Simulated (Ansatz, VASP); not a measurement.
# One calculation of MoS2, two programs

INCAR

```
PREC     = Accurate       # precision mode
ENCUT    = 500            # plane-wave cutoff, eV
EDIFF    = 1E-6           # SCF threshold, eV
ISMEAR   = 0              # smearing method
SIGMA    = 0.05           # smearing width, eV
LREAL    = False          # projectors in reciprocal space
LASPH    = True           # aspherical terms in the spheres
NELM     = 120            # most SCF steps
ALGO     = Normal         # electronic algorithm
ISIF     = 2              # what is computed and relaxed
LWAVE    = False          # write WAVECAR
LCHARG   = True           # write CHGCAR
GGA      = PE             # functional
IVDW     = 12             # dispersion correction
LELF     = True           # ELF
LVHAR    = True         
NBANDS   = 20             # bands
GGA_COMPAT= False
```

Contents of KPOINTS:

```
regular mesh
0
Gamma
  12 12 6
```

Contents of POSCAR:

```
MoS2
1.0
    3.1460698667      0.0000000000      0.0000000000
   -1.5730349334      2.7245764266      0.0000000000
    0.0000000000      0.0000000000      7.1919157153
Mo S
1 2
Direct
    0.0000000000      0.0000000000      0.0000000000
    0.3333333333      0.6666666667      0.2357940733
    0.3333333333      0.6666666667      0.7642059267
```

Input for Ansatz:

```yaml
crystal:
  lattice:
    - [3.1460698667, 0.0, 0.0]
    - [-1.5730349334, 2.7245764266, 0.0]
    - [0.0, 0.0, 7.1919157153]
  atoms:
    - { symbol: Mo, position: [0.0, 0.0, 0.0] }
    - { symbol: S, position: [0.3333333333, 0.6666666667, 0.2357940733] }
    - { symbol: S, position: [0.3333333333, 0.6666666667, 0.7642059267] }
basis:
  ecutwfc: 420
kpoints:
  mp_grid: { grid: [12, 12, 6] }
hamiltonian:
  xc: pbe
  dispersion: d3bj
scf:
  occupations: { method: gaussian, width: 0.05 }
output:
  forces: true
  stress: true
  eigenvalues: true
```

Alike in both runs: task single point; functional PBE; dispersion D3(BJ); k mesh 12 × 12 × 6; occupations gaussian, width 0.05 eV; no spin polarisation.

```csv
,VASP,Ansatz
version,VASP 6.6.1,Ansatz 0.2.0
potentials or method,"VASP PAW PBE potentials, release 64 (Mo_sv, S), cutoff 500 eV","scalar-relativistic, plane waves, PAW"
valence electrons in the cell,26,26
```

```csv
,VASP,Ansatz,Ansatz less VASP
gap on the k mesh at the Fermi level (eV),1.19,1.19,0.000
least direct gap on the mesh (eV),1.95,1.94,-0.003
pressure (GPa),-9.8,-9.7,+0.06
"traceless stress, the component that is largest in VASP (GPa)",-9.11,-9.08,+0.030
rms of the force components (eV/Å),0.937,0.934,-0.0034
```

Atom by atom the forces differ by 0.003 eV/Å (rms over components).
